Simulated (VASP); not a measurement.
# BN in VASP: a series of runs

BN is run at these levels: PBE+D3(BJ); tasks: single point.

Everything below comes from runs of VASP 6.6.1. Logs are shortened: lines on timing, memory, paths and dates and some standing lists are left out, and cuts for length are marked.

## 1. The cell of the first run

The cell holds a slab with vacuum, 12 atoms: a = 2.505 Å, b = 3.567 Å, c = 26.012 Å, α = 90.00°, β = 90.00°, γ = 100.13°.

## 2. Single point, PBE+D3(BJ)

INCAR reads:

```
PREC = Accurate ; ENCUT = 520
EDIFF = 1E-7 ; ISMEAR = 0
SIGMA = 0.05 ; LREAL = False
LASPH = True ; NELM = 60
ALGO = Normal ; ISIF = 2
LWAVE = False ; LCHARG = False
LDIPOL = True ; IDIPOL = 3
DIPOL = 0.5 0.5 0.500 ; GGA = PE
IVDW = 12 ; NBANDS = 36
```

KPOINTS reads:

```
Automatic mesh
0
Gamma
  11 8 1
```

POSCAR reads:

```
BN
1.0
    2.5051851807      0.0000000000      0.0000000000
   -0.6275467959      3.5114736573      0.0000000000
    0.0000000000      0.0000000000     26.0118976943
N B
6 6
Direct
    0.9688621653      0.8725998139      0.2883295978
    0.4219847530      0.6814784493      0.3677033134
    0.8751073407      0.4903570846      0.4470770291
    0.3282299285      0.2992357200      0.5264507448
    0.7813525162      0.1081143553      0.6058244604
    0.2344751039      0.9169929906      0.6851981761
    0.4529572672      0.8088582095      0.3148018239
    0.9060798549      0.6177368448      0.3941755396
    0.3592024426      0.4266154802      0.4735492552
    0.8123250304      0.2354941155      0.5529229709
    0.2654476181      0.0443727508      0.6322966866
    0.7185702058      0.8532513862      0.7116704022
```

Potentials or basis: VASP PAW PBE potentials, release 64 (N, B).

The run is started by

```
$ cat potpaw_PBE.64/N/POTCAR potpaw_PBE.64/B/POTCAR > POTCAR
$ mpirun -np 1 vasp_std > vasp.out
```

OUTCAR:

```text
PREC = Accurate
   ENCUT = 520
   EDIFF = 1E-7
   ISMEAR = 0
   LREAL = False
   LASPH = True
   NELM = 60
   ISIF = 2
   GGA = PE
   IVDW = 12
 IVDW          = 12

 ion  position               nearest neighbor table
   1  0.969  0.873  0.288-   7 1.45   7 1.45
   2  0.422  0.681  0.368-   8 1.45   7 1.45   8 1.45
   3  0.875  0.490  0.447-   9 1.45   9 1.45   8 1.45
   4  0.328  0.299  0.526-  10 1.45  10 1.45   9 1.45
   5  0.781  0.108  0.606-  11 1.45  10 1.45  11 1.45
   6  0.234  0.917  0.685-  12 1.45  12 1.45  11 1.45
   7  0.453  0.809  0.315-   1 1.45   1 1.45   2 1.45
   8  0.906  0.618  0.394-   2 1.45   3 1.45   2 1.45
   9  0.359  0.427  0.474-   3 1.45   3 1.45   4 1.45
  10  0.812  0.235  0.553-   4 1.45   4 1.45   5 1.45
  11  0.265  0.044  0.632-   5 1.45   6 1.45   5 1.45
  12  0.719  0.853  0.712-   6 1.45   6 1.45

  LATTYP: Found a simple monoclinic cell.
 ALAT       =     2.5051851807
 B/A-ratio  =    10.3832235216
 C/A-ratio  =     1.4238901028
 COS(beta)  =    -0.1759259120

  Lattice vectors:

 A1 = (   2.5051851807,   0.0000000000,   0.0000000000)
 A2 = (   0.0000000000,   0.0000000000, -26.0118976943)
 A3 = (  -0.6275467959,   3.5114736573,   0.0000000000)

Analysis of symmetry for initial positions (statically):
=====================================================================
 Subroutine PRICEL returns:
 Original cell was already a primitive cell.

 Routine SETGRP: Setting up the symmetry group for a
 simple monoclinic supercell.

 Subroutine GETGRP returns: Found  1 space group operations
 (whereof  1 operations were pure point group operations)
 out of a pool of  4 trial point group operations.

The static configuration has the point symmetry C_1 .

Analysis of symmetry for dynamics (positions and initial velocities):
=====================================================================
 Subroutine PRICEL returns:
 Original cell was already a primitive cell.

 Routine SETGRP: Setting up the symmetry group for a
 simple monoclinic supercell.

 Subroutine GETGRP returns: Found  1 space group operations
 (whereof  1 operations were pure point group operations)
 out of a pool of  4 trial point group operations.

The dynamic configuration has the point symmetry C_1 .

 Subroutine INISYM returns: Found  1 space group operations
 (whereof  1 operations are pure point group operations),
 and found     1 'primitive' translations

----------------------------------------------------------------------------------------

                                     Primitive cell

  volume of cell :     228.8238

  direct lattice vectors                    reciprocal lattice vectors
     2.505185181  0.000000000  0.000000000     0.399172088  0.071337333  0.000000000
    -0.627546796  3.511473657  0.000000000     0.000000000  0.284780721  0.000000000
     0.000000000  0.000000000 26.011897694     0.000000000  0.000000000  0.038443946

  length of vectors
     2.505185181  3.567108385 26.011897694     0.405496450  0.284780721  0.038443946

  position of ions in fractional coordinates (direct lattice)
     0.968862165  0.872599814  0.288329598
     0.421984753  0.681478449  0.367703313
     0.875107341  0.490357085  0.447077029
     0.328229929  0.299235720  0.526450745
     0.781352516  0.108114355  0.605824460
     0.234475104  0.916992991  0.685198176
     0.452957267  0.808858210  0.314801824
     0.906079855  0.617736845  0.394175540
     0.359202443  0.426615480  0.473549255
     0.812325030  0.235494116  0.552922971
     0.265447618  0.044372751  0.632296687
     0.718570206  0.853251386  0.711670402

  ion indices of the primitive-cell ions
   primitive index   ion index
                 1           1
                 2           2
                 3           3
                 4           4
                 5           5
                 6           6
                 7           7
                 8           8
                 9           9
                10          10
                11          11
                12          12

----------------------------------------------------------------------------------------

 KPOINTS: Automatic mesh

Automatic generation of k-mesh.
 Grid dimensions read from file:
 generate k-points for:   11    8    1

 Generating k-lattice:

  Cartesian coordinates                     Fractional coordinates (reciprocal lattice)
     0.036288372  0.006485212  0.000000000     0.090909091  0.000000000  0.000000000
     0.000000000  0.035597590  0.000000000     0.000000000  0.125000000  0.000000000
     0.000000000  0.000000000  0.038443946     0.000000000  0.000000000  1.000000000

  Length of vectors
     0.036863314  0.035597590  0.038443946

  Shift w.r.t. Gamma in fractional coordinates (k-lattice)
     0.000000000  0.000000000  0.000000000

 Subroutine IBZKPT returns following result:
 ===========================================

 Found     45 irreducible k-points:

 Following reciprocal coordinates:
            Coordinates               Weight
  0.000000  0.000000  0.000000      1.000000
  0.090909 -0.000000  0.000000      2.000000
  0.181818 -0.000000  0.000000      2.000000
  0.272727  0.000000  0.000000      2.000000
  0.363636 -0.000000  0.000000      2.000000
  0.454545 -0.000000  0.000000      2.000000
[... 16 lines left out ...]
  0.454545  0.250000  0.000000      2.000000
 -0.454545  0.250000  0.000000      2.000000
 [... further k-points ...]
   k-points           NKPTS =     45   k-points in BZ     NKDIM =     45   number of bands    NBANDS=     36
   number of dos      NEDOS =    301   number of ions     NIONS =     12
   total plane-waves  NPLWV = 109760
   dimension x,y,z NGX =    20 NGY =   28 NGZ =  196
   dimension x,y,z NGXF=    40 NGYF=   56 NGZF=  392
   ions per type =               6   6
   NGX,Y,Z   is equivalent  to a cutoff of  13.27, 13.05, 12.53 a.u.
   NGXF,Y,Z  is equivalent  to a cutoff of  26.54, 26.10, 25.05 a.u.
 SYSTEM =  unknown system
   PREC   = accura    normal or accurate (medium, high low for compatibility)
   ISTART =      0    job   : 0-new  1-cont  2-samecut
   ICHARG =      2    charge: 1-file 2-atom 10-const
   ISPIN  =      1    spin polarized calculation?
   LNONCOLLINEAR =      F non collinear calculations
   LSORBIT =      F    spin-orbit coupling
   LASPH  =      T    aspherical Exc in radial PAW
   ENCUT  =  520.0 eV  38.22 Ry    6.18 a.u.   4.66  6.63 48.36*2*pi/ulx,y,z
   NELM   =     60;   NELMIN=  2; NELMDL= -5     # of ELM steps
   EDIFF  = 0.1E-06   stopping-criterion for ELM
   LREAL  =      F    real-space projection
   EDIFFG = 0.1E-05   stopping-criterion for IOM
   NSW    =      0    number of steps for IOM
   IBRION =     -1    ionic relax: 0-MD 1-quasi-New 2-CG
   NFREE  =      0    steps in history (QN), initial steepest desc. (CG)
   ISIF   =      2    stress and relaxation
   ISYM   =      2    0-nonsym 1-usesym 2-fastsym
   POTIM  = 0.5000    time-step for ionic-motion
   TEBEG  =    0.0;   TEEND  =   0.0 temperature during run
   PSTRESS=    0.0 pullay stress
   NELECT =      48.0000    total number of electrons
   NUPDOWN=      -1.0000    fix difference up-down
   EMIN   =  10.00;   EMAX   =-10.00  energy-range for DOS
   EFERMI =   0.00;   METHOD = LEGACY
   ISMEAR =     0;   SIGMA  =   0.05  broadening in eV -4-tet -1-fermi 0-gaus
   EFERMI_NEDOS =   21; number of points for ismear=-14 and -15
   IALGO  =     38    algorithm
   IMIX   =      4    mixing-type and parameters
     AMIX     =   0.40;   BMIX     =  1.00
     AMIX_MAG =   1.60;   BMIX_MAG =  1.00
  volume/ion in A,a.u.               =      19.07       128.68
  Fermi-wavevector in a.u.,A,eV,Ry     =   0.972721  1.838176 12.873636  0.946186
  Thomas-Fermi vector in A             =   2.103042
   LORBIT       =      0    0 simple, 1 ext, 2 COOP (PROOUT), +10 PAW based schemes
   GGA     = PE    functional components
   LHFCALC =     F    Hartree Fock is set to
   AEXX    =    0.0000 exact exchange contribution
   IVDW    =    12    specifies the selected vdW correction
   LEPSILON=     F    determine dielectric tensor
   LRPA    =     F    only Hartree local field effects (RPA)
 non-spin polarized calculation
 Gauss-broadening in eV      SIGMA  =   0.05
  energy-cutoff  :      520.00
  volume of cell :      228.82
 maximum number of plane-waves:      6233
   NGX =  9   NGY = 13   NGZ = 97

 dipolmoment           0.000000      0.000000      0.012793 electrons x Angstroem

 number of electron      48.0000002 magnetization

 dipolmoment           0.000000      0.000000     -0.130736 electrons x Angstroem

 Free energy of the ion-electron system (eV)
  ---------------------------------------------------
  ext. energy  EPLUGINS =         0.00000000
  ---------------------------------------------------
  free energy    TOTEN  =       -98.80087225 eV

  energy without entropy =      -98.78840993  energy(sigma->0) =      -98.79464109

 E-fermi :  -1.8775     XC(G=0):  -5.4728

 val. band max:       -1.8784687906   @ k =  -0.1818   0.3750   0.0000
 cond. band min:      -1.8774455343   @ k =   0.1818   0.5000   0.0000
 fundamental gap:      0.0010232563
 Fermi energy:        -1.8774574447

 k-point     1 :       0.0000    0.0000    0.0000
  band No.  band energies     occupation
      1     -21.6382      2.00000
      2     -20.7866      2.00000
      3     -20.0621      2.00000
      4     -19.3025      2.00000
      5     -18.3768      2.00000
      6     -16.3715      2.00000
[... 28 lines left out ...]
     35       5.7576      0.00000
     36       6.2965      0.00000

 k-point     2 :       0.0909   -0.0000    0.0000
  band No.  band energies     occupation
      1     -21.5189      2.00000
      2     -20.6709      2.00000
      3     -19.9517      2.00000
      4     -19.2006      2.00000
      5     -18.2841      2.00000
      6     -16.2904      2.00000
[... 28 lines left out ...]
     35       6.0521      0.00000
     36       6.4507      0.00000

 k-point     3 :       0.1818   -0.0000    0.0000
  band No.  band energies     occupation
      1     -21.1684      2.00000
      2     -20.3334      2.00000
      3     -19.6325      2.00000
      4     -18.9105      2.00000
      5     -18.0253      2.00000
      6     -16.0666      2.00000
[... 28 lines left out ...]
     35       6.2416      0.00000
     36       6.8264      0.00000
[... 742 lines left out ...]
 k-point    23 :       0.4545    0.2500    0.0000
  band No.  band energies     occupation
      1     -19.1515      2.00000
      2     -18.7360      2.00000
      3     -18.2658      2.00000
      4     -17.7573      2.00000
      5     -17.1987      2.00000
      6     -15.3815      2.00000
[... 28 lines left out ...]
     35       8.0814      0.00000
     36       8.4784      0.00000

 k-point    24 :      -0.4545    0.2500    0.0000
  band No.  band energies     occupation
      1     -19.2165      2.00000
      2     -18.7434      2.00000
      3     -18.2810      2.00000
      4     -17.7707      2.00000
      5     -17.1953      2.00000
      6     -15.3840      2.00000
[... 28 lines left out ...]
     35       7.4013      0.00000
     36       8.1670      0.00000

 [... further k-points ...]

------------------------ aborting loop because EDIFF is reached ----------------------------------------

 vacuum level on the upper side and lower side of the slab       (xc-potential included)        -1.332         1.302

 Edisp (eV)   -1.48187

 E8    (eV) :    -0.4455

  FORCE on cell =-STRESS in cart. coord.  units (eV):
  Direction    XX          YY          ZZ          XY          YZ          ZX
  --------------------------------------------------------------------------------------
  -------------------------------------------------------------------------------------
  Total      -3.66074    -0.35652     2.29035    -0.01330    -0.66383    -0.03651
  in kB     -25.63178    -2.49627    16.03659    -0.09311    -4.64799    -0.25565
  external pressure =       -4.03 kB  Pullay stress =        0.00 kB

 VOLUME and BASIS-vectors are now :
 -----------------------------------------------------------------------------
  energy-cutoff  :      520.00
  volume of cell :      228.82
      direct lattice vectors                 reciprocal lattice vectors
     2.505185181  0.000000000  0.000000000     0.399172088  0.071337333  0.000000000
    -0.627546796  3.511473657  0.000000000     0.000000000  0.284780721  0.000000000
     0.000000000  0.000000000 26.011897694     0.000000000  0.000000000  0.038443946

 POSITION                                       TOTAL-FORCE (eV/Angst)
 -----------------------------------------------------------------------------------
      1.87958      3.06411      7.50000         0.004641     -0.321951      1.381237
      0.62949      2.39299      9.56466        -0.002785     -0.375447      1.470118
      1.88458      1.72188     11.62932         0.000376     -0.158443      0.660067
      0.63449      1.05076     13.69398         0.001273     -0.144469      0.611277
      1.88959      0.37964     15.75864         0.005645     -0.145458      0.631299
      0.01195      3.22000     17.82330         0.034041     -0.397745      0.941505
      0.62715      2.84028      8.18859        -0.004103      0.636286     -2.543503
      1.88224      2.16917     10.25325         0.002102      0.169363     -0.706144
      0.63215      1.49805     12.31791        -0.000304      0.143346     -0.612769
      1.88724      0.82693     14.38258        -0.000738      0.152305     -0.620294
      0.63715      0.15581     16.44724        -0.003710      0.264121     -1.058793
      1.26470      2.99617     18.51190        -0.036438      0.178092     -0.154000
 -----------------------------------------------------------------------------------
    total drift:                               -0.000250     -0.000411      0.001016

  FREE ENERGIE OF THE ION-ELECTRON SYSTEM (eV)
  ---------------------------------------------------
  free  energy   TOTEN  =      -100.2827404530 eV

  energy  without entropy=     -100.2702781319  energy(sigma->0) =     -100.27650929

 vacuum level on the upper side and lower side of the slab         3.721         6.412
```

It took 7.8 min on 1 thread of AMD EPYC 9R45 (Zen 5), shared host; peak memory 0.46 GiB.

Results:

* Free energy: -100.2827 eV
* Largest force: 2.622 eV/Å
* Band gap on the k mesh: zero (bands 24 and 25 overlap by 0.49 eV)
* Dispersion energy per atom: -0.123 eV

Forces on the atoms (eV/Å):
```
N    0.005 -0.322  1.381
N   -0.003 -0.375  1.470
N    0.000 -0.158  0.660
N    0.001 -0.144  0.611
N    0.006 -0.145  0.631
N    0.034 -0.398  0.942
B   -0.004  0.636 -2.544
B    0.002  0.169 -0.706
B    0.000  0.143 -0.613
B   -0.001  0.152 -0.620
B   -0.004  0.264 -1.059
B   -0.036  0.178 -0.154
```

## 3. Single point, PBE+D3(BJ)

INCAR reads:

```
SYSTEM = BN
PREC     = Accurate       ! precision mode
ENCUT    = 520            ! plane-wave cutoff, eV
EDIFF    = 1E-7           ! SCF threshold, eV
ISMEAR   = 0              ! smearing method
SIGMA    = 0.05           ! smearing width, eV
LREAL    = .False.        ! projectors in reciprocal space
LASPH    = .True.         ! aspherical terms in the spheres
NELM     = 60             ! most SCF steps
ALGO     = Normal         ! electronic algorithm
ISIF     = 2              ! what is computed and relaxed
LWAVE    = .False.        ! write WAVECAR
LCHARG   = .True.         ! write CHGCAR
LDIPOL   = .True.       
IDIPOL   = 3            
DIPOL    = 0.5 0.5 0.500
GGA      = PE             ! functional
IVDW     = 12             ! dispersion correction
LELF     = .True.         ! ELF
LVHAR    = .True.       
LVACPOTAV= .True.       
NBANDS   = 36             ! bands
```

KPOINTS reads:

```
regular mesh
0
Gamma
  11 8 1
  0 0 0
```

POSCAR reads:

```
BN
1.0
    2.5051851807      0.0000000000      0.0000000000
   -0.6275467959      3.5114736573      0.0000000000
    0.0000000000      0.0000000000     26.0118976943
N B
6 6
Direct
    0.9643111809      0.8568825681      0.2897771269
    0.4183791764      0.6656474270      0.3674932918
    0.8717336926      0.4754683962      0.4466516678
    0.3256798275      0.2879988384      0.5262747610
    0.7816117482      0.1088690189      0.6062991701
    0.2426708841      0.9510299039      0.6876278927
    0.4498566983      0.7979229138      0.3119586512
    0.9027169603      0.6029511706      0.3927951749
    0.3560998470      0.4128938101      0.4724662157
    0.8105555218      0.2275528970      0.5522151845
    0.2679018630      0.0542633119      0.6323749717
    0.7330768265      0.9136269449      0.7140658917
```

Potentials or basis: VASP PAW PBE potentials, release 64 (N, B).

The run is started by

```
$ cat potpaw_PBE.64/N/POTCAR potpaw_PBE.64/B/POTCAR > POTCAR
$ mpirun -np 1 vasp_std > vasp.out
```

Wall time 11 min (1 thread of AMD EPYC 9R45 (Zen 5), shared host); peak memory 0.46 GiB.

The run converged. Its results:

```yaml
Free_energy: -100.4437 eV
Largest_force: 0.025 eV/Å
Band_gap_on_the_k_mesh: zero (bands 24 and 25 overlap by 0.39 eV)
Dispersion_energy_per_atom: -0.123 eV
```

Forces in eV/Å, atoms in the order of the input:
```
N   -0.004 -0.001  0.014
N    0.001  0.004 -0.013
N    0.001  0.002 -0.001
N    0.001  0.001 -0.009
N    0.002 -0.004 -0.015
N   -0.002 -0.010  0.023
B    0.003  0.001 -0.020
B    0.000 -0.001  0.002
B   -0.001 -0.003  0.003
B    0.000  0.001  0.008
B    0.000  0.007  0.001
B    0.000  0.002  0.007
```

Levels at points of the mesh, in eV from the Fermi level:
| k point | band 20 | band 21 | band 22 | band 23 | band 24 | band 25 | band 26 | band 27 | band 28 | band 29 |
| --- | --- | --- | --- | --- | --- | --- | --- | --- | --- | --- |
| (0.00, 0.00, 0.00) | -3.49 | -3.05 | -2.71 | -1.80 | -0.71 | -0.01 | 3.44 | 3.55 | 4.60 | 5.01 |
| (0.00, 0.50, 0.00) | -3.60 | -3.49 | -2.71 | -2.21 | 0.07 | 0.16 | 2.47 | 4.42 | 5.93 | 7.13 |
